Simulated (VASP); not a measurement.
# KRb2GaF6: single point with LDA

The system is KRb2GaF6.

```xyz
10
Lattice="0.0000 4.3785 4.3785 4.3785 0.0000 4.3785 4.3785 4.3785 0.0000" Properties=species:S:1:pos:R:3 pbc="T T T"
K     4.3785    4.3785    4.3785
Rb    6.5678    6.5678    6.5678
Rb    2.1893    2.1893    2.1893
Ga    0.0000    0.0000    0.0000
F     4.3785    6.8607    4.3785
F     4.3785    4.3785    1.8964
F     4.3785    4.3785    6.8607
F     1.8964    4.3785    4.3785
F     4.3785    1.8964    4.3785
F     6.8607    4.3785    4.3785
```

```json
{
 "Program": "VASP 6.6.1",
 "Task": "single point",
 "Functional": "LDA",
 "Potentials or basis": "VASP PAW LDA potentials, release 64 (K_sv, Rb_sv, Ga_d, F)",
 "Cutoff": "520 eV",
 "k mesh": "4 × 4 × 4",
 "Occupations": "methfessel-paxton, width 0.02 eV",
 "Spin": "no spin polarisation",
 "Dipole correction": "no",
 "Further INCAR settings": "ALGO = Normal; EDIFF = 1e-06; NBANDS = 52"
}
```

```json
{
 "Pressure": "-2.5 GPa",
 "Largest force": "0.013 eV/Å",
 "Band gap on the k mesh": "5.97 eV"
}
```

Forces in eV/Å, atoms in the order of the input:
```
K    0.000  0.000  0.000
Rb   0.000  0.000  0.000
Rb   0.000  0.000  0.000
Ga   0.000  0.000  0.000
F    0.000 -0.013  0.000
F    0.000  0.000  0.013
F    0.000  0.000 -0.013
F    0.013  0.000  0.000
F    0.000  0.013  0.000
F   -0.013  0.000  0.000
```

Levels at points of the mesh, in eV from the valence-band top:
```
           k point  band 37  band 38  band 39  band 40  band 41  band 42  band 43  band 44  band 45  band 46
(0.00, 0.00, 0.00)    -0.41    -0.41     0.00     0.00     0.00     5.97     8.96     8.96     9.63     9.63
(0.50, 0.00, 0.00)    -0.34    -0.34    -0.11    -0.11    -0.09     7.81     8.46    10.17    10.17    10.18
(0.50, 0.50, 0.00)    -0.49    -0.49    -0.27    -0.27    -0.01     8.00     8.56     9.35     9.59     9.80
```

Run time: 87 s on 1 thread of Intel(R) Xeon(R) Platinum 8488C (Sapphire Rapids) (shared host), peak memory 0.29 GiB.
